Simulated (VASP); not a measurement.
Runs of VASP 6.6.1 on LiCl. The structure is that of space group Fm-3m (No. 225), or close to it. The cells are those of the table. 

| level | cell | k mesh | cutoff (eV) | smearing | gap on the mesh (eV) | pressure (GPa) |
| --- | --- | --- | --- | --- | --- | --- |
| PBE | a = 3.674 Å, angles 60.0°, 2 atoms | 8 × 8 × 8 | 750 | gaussian 0.02 eV | 6.12 | (a) |
| PBE | a = 3.373 Å, angles 60.0°, 2 atoms | 8 × 8 × 8 | 520 | gaussian 0.01 eV | 6.95 | - |
| PBE+D4 | a = 3.672 Å, angles 60.0°, 2 atoms | 8 × 8 × 8 | 750 | gaussian 0.02 eV | 6.13 | -1.9 |
| PBE | a = 3.627 Å, angles 60.0°, 2 atoms | 6 × 6 × 6 | 750 | gaussian 0.1 eV | 6.33 | (b) |
| PBEsol | a = 3.556 Å, angles 60.0°, 2 atoms | 8 × 8 × 8 | 750 | gaussian 0.02 eV | 6.48 | 0.7 |

Alike in all rows: task single point; potentials or basis VASP PAW PBE potentials, release 64 (Li_sv, Cl); no spin polarisation.

Estimate the missing entries.

(a) -0.9; (b) 0.3.

Caveats: the cutoff is under 1.25 times the usual one of these potentials, so pressure, stress and relaxed cells hold a basis-set (Pulay) error (at least some runs); the PAW data sets were made with another functional, which shifts forces and pressure a little (at least some runs).

A k mesh can miss the band edges.
